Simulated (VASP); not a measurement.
# Na2LuSi (P4/mmm) in VASP: single point with PBE

Aim: the single point of Na2LuSi with PBE.

All numbers are computed with VASP 6.6.1; they aren't measurements. Logs are shortened: lines on timing, memory, paths and dates and some standing lists are left out, and cuts for length are marked.

### Step 1. The cell of the first run

Symmetry: P4/mmm, No. 123, tetragonal system. Conventional cell: a = 3.809 Å, b = 3.809 Å, c = 5.218 Å, α = 90.00°, β = 90.00°, γ = 90.00°. Na (site symmetry 4/mmm) has 2 Lu at 2.61 Å and 4 Si at 2.69 Å within 3.4 Å. Na (site symmetry 4/mmm) has 2 Si at 2.61 Å and 4 Lu at 2.69 Å within 3.4 Å. Within 3.4 Å of Lu (site symmetry 4/mmm) lie 6 Na at 2.61 to 2.69 Å. Within 3.4 Å of Si (site symmetry 4/mmm) lie 6 Na at 2.61 to 2.69 Å.

### Step 2. Single point, PBE

Input file INCAR:

```
SYSTEM = Na2LuSi
ALGO     = Normal         ! electronic algorithm
EDIFF    = 1E-6           ! SCF threshold, eV
ENCUT    = 520            ! plane-wave cutoff, eV
GGA      = PE             ! functional
ISIF     = 2              ! what is computed and relaxed
ISMEAR   = 0              ! smearing method
LASPH    = .True.         ! aspherical terms in the spheres
LCHARG   = .False.        ! write CHGCAR
LREAL    = .False.        ! projectors in reciprocal space
LWAVE    = .False.        ! write WAVECAR
NBANDS   = 30             ! bands
NELM     = 100            ! most SCF steps
PREC     = Accurate       ! precision mode
SIGMA    = 0.1            ! smearing width, eV
```

Input file KPOINTS:

```
k-points
0
Gamma
  4 4 4
  0 0 0
```

Input file POSCAR:

```
Na2LuSi
1.0
    3.8087926500      0.0000000000      0.0000000000
    0.0000000000      3.8087926500      0.0000000000
    0.0000000000      0.0000000000      5.2177234200
Na Lu Si
2 1 1
Direct
    0.0000000000      0.0000000000      0.5000000000
    0.5000000000      0.5000000000      0.0000000000
    0.0000000000      0.0000000000      0.0000000000
    0.5000000000      0.5000000000      0.5000000000
```

Potentials or basis: VASP PAW PBE potentials, release 64 (Na_pv, Lu, Si).

On the command line:

```console
cat potpaw_PBE.64/Na_pv/POTCAR potpaw_PBE.64/Lu/POTCAR potpaw_PBE.64/Si/POTCAR > POTCAR
mpirun -np 1 vasp_std > vasp.out
```

OUTCAR:

```text
SYSTEM = Na2LuSi
   EDIFF = 1E-6
   ENCUT = 520
   GGA = PE
   ISIF = 2
   ISMEAR = 0
   LASPH = .True.
   LREAL = .False.
   NELM = 100
   PREC = Accurate

 ion  position               nearest neighbor table
   1  0.000  0.000  0.500-   3 2.61   3 2.61   4 2.69   4 2.69   4 2.69   4 2.69
   2  0.500  0.500  0.000-   4 2.61   4 2.61   3 2.69   3 2.69   3 2.69   3 2.69
   3  0.000  0.000  0.000-   1 2.61   1 2.61   2 2.69   2 2.69   2 2.69   2 2.69
   4  0.500  0.500  0.500-   2 2.61   2 2.61   1 2.69   1 2.69   1 2.69   1 2.69

  LATTYP: Found a simple tetragonal cell.
 ALAT       =     3.8087926500
 C/A-ratio  =     1.3699153247

  Lattice vectors:

 A1 = (   3.8087926500,   0.0000000000,   0.0000000000)
 A2 = (   0.0000000000,   3.8087926500,   0.0000000000)
 A3 = (   0.0000000000,   0.0000000000,   5.2177234200)

Analysis of symmetry for initial positions (statically):
=====================================================================
 Subroutine PRICEL returns:
 Original cell was already a primitive cell.

 Routine SETGRP: Setting up the symmetry group for a
 simple tetragonal supercell.

 Subroutine GETGRP returns: Found 16 space group operations
 (whereof 16 operations were pure point group operations)
 out of a pool of 16 trial point group operations.

The static configuration has the point symmetry D_4h.

Analysis of symmetry for dynamics (positions and initial velocities):
=====================================================================
 Subroutine PRICEL returns:
 Original cell was already a primitive cell.

 Routine SETGRP: Setting up the symmetry group for a
 simple tetragonal supercell.

 Subroutine GETGRP returns: Found 16 space group operations
 (whereof 16 operations were pure point group operations)
 out of a pool of 16 trial point group operations.

The dynamic configuration has the point symmetry D_4h.

 Subroutine INISYM returns: Found 16 space group operations
 (whereof 16 operations are pure point group operations),
 and found     1 'primitive' translations

----------------------------------------------------------------------------------------

                                     Primitive cell

  volume of cell :      75.6930

  direct lattice vectors                    reciprocal lattice vectors
     3.808792650  0.000000000  0.000000000     0.262550391  0.000000000  0.000000000
     0.000000000  3.808792650  0.000000000     0.000000000  0.262550391  0.000000000
     0.000000000  0.000000000  5.217723420     0.000000000  0.000000000  0.191654467

  length of vectors
     3.808792650  3.808792650  5.217723420     0.262550391  0.262550391  0.191654467

  position of ions in fractional coordinates (direct lattice)
     0.000000000  0.000000000  0.500000000
     0.500000000  0.500000000  0.000000000
     0.000000000  0.000000000  0.000000000
     0.500000000  0.500000000  0.500000000

  ion indices of the primitive-cell ions
   primitive index   ion index
                 1           1
                 2           2
                 3           3
                 4           4

----------------------------------------------------------------------------------------

 KPOINTS: k-points

Automatic generation of k-mesh.
 Grid dimensions read from file:
 generate k-points for:    4    4    4

 Generating k-lattice:

  Cartesian coordinates                     Fractional coordinates (reciprocal lattice)
     0.065637598  0.000000000  0.000000000     0.250000000  0.000000000  0.000000000
     0.000000000  0.065637598  0.000000000     0.000000000  0.250000000  0.000000000
     0.000000000  0.000000000  0.047913617     0.000000000  0.000000000  0.250000000

  Length of vectors
     0.065637598  0.065637598  0.047913617

  Shift w.r.t. Gamma in fractional coordinates (k-lattice)
     0.000000000  0.000000000  0.000000000

 Subroutine IBZKPT returns following result:
 ===========================================

 Found     18 irreducible k-points:

 Following reciprocal coordinates:
            Coordinates               Weight
  0.000000  0.000000  0.000000      1.000000
  0.250000  0.000000  0.000000      4.000000
  0.500000  0.000000  0.000000      2.000000
  0.250000  0.250000  0.000000      4.000000
  0.500000  0.250000  0.000000      4.000000
  0.500000  0.500000  0.000000      1.000000
[... 10 lines left out ...]
  0.500000  0.250000  0.500000      4.000000
  0.500000  0.500000  0.500000      1.000000
   k-points           NKPTS =     18   k-points in BZ     NKDIM =     18   number of bands    NBANDS=     30
   number of dos      NEDOS =    301   number of ions     NIONS =      4
   total plane-waves  NPLWV =  31360
   dimension x,y,z NGX =    28 NGY =   28 NGZ =   40
   dimension x,y,z NGXF=    56 NGYF=   56 NGZF=   80
   ions per type =               2   1   1
   NGX,Y,Z   is equivalent  to a cutoff of  12.22, 12.22, 12.74 a.u.
   NGXF,Y,Z  is equivalent  to a cutoff of  24.44, 24.44, 25.49 a.u.
 SYSTEM =  Na2LuSi
   PREC   = accura    normal or accurate (medium, high low for compatibility)
   ISTART =      0    job   : 0-new  1-cont  2-samecut
   ICHARG =      2    charge: 1-file 2-atom 10-const
   ISPIN  =      1    spin polarized calculation?
   LNONCOLLINEAR =      F non collinear calculations
   LSORBIT =      F    spin-orbit coupling
   LASPH  =      T    aspherical Exc in radial PAW
   ENCUT  =  520.0 eV  38.22 Ry    6.18 a.u.   7.08  7.08  9.70*2*pi/ulx,y,z
   NELM   =    100;   NELMIN=  2; NELMDL= -5     # of ELM steps
   EDIFF  = 0.1E-05   stopping-criterion for ELM
   LREAL  =      F    real-space projection
   EDIFFG = 0.1E-04   stopping-criterion for IOM
   NSW    =      0    number of steps for IOM
   IBRION =     -1    ionic relax: 0-MD 1-quasi-New 2-CG
   NFREE  =      0    steps in history (QN), initial steepest desc. (CG)
   ISIF   =      2    stress and relaxation
   ISYM   =      2    0-nonsym 1-usesym 2-fastsym
   POTIM  = 0.5000    time-step for ionic-motion
   TEBEG  =    0.0;   TEEND  =   0.0 temperature during run
   PSTRESS=    0.0 pullay stress
   NELECT =      43.0000    total number of electrons
   NUPDOWN=      -1.0000    fix difference up-down
   EMIN   =  10.00;   EMAX   =-10.00  energy-range for DOS
   EFERMI =   0.00;   METHOD = LEGACY
   ISMEAR =     0;   SIGMA  =   0.10  broadening in eV -4-tet -1-fermi 0-gaus
   EFERMI_NEDOS =   21; number of points for ismear=-14 and -15
   IALGO  =     38    algorithm
   IMIX   =      4    mixing-type and parameters
     AMIX     =   0.40;   BMIX     =  1.00
     AMIX_MAG =   1.60;   BMIX_MAG =  1.00
  volume/ion in A,a.u.               =      18.92       127.70
  Fermi-wavevector in a.u.,A,eV,Ry     =   1.355852  2.562189 25.012076  1.838336
  Thomas-Fermi vector in A             =   2.482905
   LORBIT       =      0    0 simple, 1 ext, 2 COOP (PROOUT), +10 PAW based schemes
   GGA     = PE    functional components
   LHFCALC =     F    Hartree Fock is set to
   AEXX    =    0.0000 exact exchange contribution
   IVDW    =     0    specifies the selected vdW correction
   LEPSILON=     F    determine dielectric tensor
   LRPA    =     F    only Hartree local field effects (RPA)
 non-spin polarized calculation
 Gauss-broadening in eV      SIGMA  =   0.10
  energy-cutoff  :      520.00
  volume of cell :       75.69
 maximum number of plane-waves:      2058
   NGX = 15   NGY = 15   NGZ = 19

 number of electron      42.9999994 magnetization

 Free energy of the ion-electron system (eV)
  ---------------------------------------------------
  ext. energy  EPLUGINS =         0.00000000
  ---------------------------------------------------
  free energy    TOTEN  =        -7.38110763 eV

  energy without entropy =       -7.36854582  energy(sigma->0) =       -7.37482672

 E-fermi :   4.5166     XC(G=0): -10.1709

 val. band max:        4.4925850829   @ k =   0.0000   0.0000   0.5000
 cond. band min:       4.5386346660   @ k =   0.2500   0.2500   0.2500
 fundamental gap:      0.0460495831
 Fermi energy:         4.5165611554

 k-point     1 :       0.0000    0.0000    0.0000
  band No.  band energies     occupation
      1     -53.0264      2.00000
      2     -23.9760      2.00000
      3     -23.6511      2.00000
      4     -23.6511      2.00000
      5     -20.3827      2.00000
      6     -20.3827      2.00000
[... 22 lines left out ...]
     29      11.1435      0.00000
     30      11.7684      0.00000

 k-point     2 :       0.2500    0.0000    0.0000
  band No.  band energies     occupation
      1     -53.0254      2.00000
      2     -23.9697      2.00000
      3     -23.6800      2.00000
      4     -23.6289      2.00000
      5     -20.4228      2.00000
      6     -20.4128      2.00000
[... 22 lines left out ...]
     29       9.9464      0.00000
     30      11.1308      0.00000

 k-point     3 :       0.5000    0.0000    0.0000
  band No.  band energies     occupation
      1     -53.0244      2.00000
      2     -23.9635      2.00000
      3     -23.7088      2.00000
      4     -23.6062      2.00000
      5     -20.4620      2.00000
      6     -20.4433      2.00000
[... 22 lines left out ...]
     29       8.4700      0.00000
     30       9.8159      0.00000

 k-point     4 :       0.2500    0.2500    0.0000
  band No.  band energies     occupation
      1     -53.0242      2.00000
      2     -23.9643      2.00000
      3     -23.7082      2.00000
      4     -23.6588      2.00000
      5     -20.4509      2.00000
      6     -20.3807      2.00000
[... 418 lines left out ...]
     29       9.6791      0.00000
     30      11.9290      0.00000

 k-point    17 :       0.5000    0.2500    0.5000
  band No.  band energies     occupation
      1     -53.0234      2.00000
      2     -23.8828      2.00000
      3     -23.7360      2.00000
      4     -23.6861      2.00000
      5     -20.4973      2.00000
      6     -20.4109      2.00000
[... 22 lines left out ...]
     29       9.2114      0.00000
     30      10.2279      0.00000

 k-point    18 :       0.5000    0.5000    0.5000
  band No.  band energies     occupation
      1     -53.0221      2.00000
      2     -23.8782      2.00000
      3     -23.7642      2.00000
      4     -23.7642      2.00000
      5     -20.4952      2.00000
      6     -20.3647      2.00000
[... 22 lines left out ...]
     29       7.9257      0.00000
     30       8.7381      0.00000

------------------------ aborting loop because EDIFF is reached ----------------------------------------

  FORCE on cell =-STRESS in cart. coord.  units (eV):
  Direction    XX          YY          ZZ          XY          YZ          ZX
  --------------------------------------------------------------------------------------
  -------------------------------------------------------------------------------------
  Total        7.3779029      7.3779029      9.9331038      0.0000000      0.0000000      0.0000000
  in kB      156.1664729    156.1664729    210.2518567      0.0000000      0.0000000      0.0000000
  external PRESSURE =     174.1949342 kB  Pullay stress =       0.0000000 kB

 VOLUME and BASIS-vectors are now :
 -----------------------------------------------------------------------------
  energy-cutoff  :      520.00
  volume of cell :       75.69
      direct lattice vectors                 reciprocal lattice vectors
     3.808792650  0.000000000  0.000000000     0.262550391  0.000000000  0.000000000
     0.000000000  3.808792650  0.000000000     0.000000000  0.262550391  0.000000000
     0.000000000  0.000000000  5.217723420     0.000000000  0.000000000  0.191654467

 POSITION                                       TOTAL-FORCE (eV/Angst)
 -----------------------------------------------------------------------------------
      0.00000      0.00000      2.60886         0.000000      0.000000      0.000000
      1.90440      1.90440      0.00000         0.000000      0.000000      0.000000
      0.00000      0.00000      0.00000         0.000000      0.000000      0.000000
      1.90440      1.90440      2.60886         0.000000      0.000000      0.000000
 -----------------------------------------------------------------------------------
    total drift:                               -0.000000      0.000000     -0.000000

  FREE ENERGIE OF THE ION-ELECTRON SYSTEM (eV)
  ---------------------------------------------------
  free  energy   TOTEN  =        -7.3811076307 eV

  energy  without entropy=       -7.3685458173  energy(sigma->0) =       -7.37482672
```

Run time: 36 s. Hardware: 1 thread of Intel Xeon 6975P-C (Granite Rapids), shared host; peak memory 0.2 GiB.

Results:

| Property | Result |
| --- | --- |
| Free energy | -7.3811 eV |
| Pressure | 17.4 GPa |

Caveat: the k points lie up to 0.41 Å⁻¹ apart; spin-orbit coupling is left out, which moves the levels of the heavy elements.
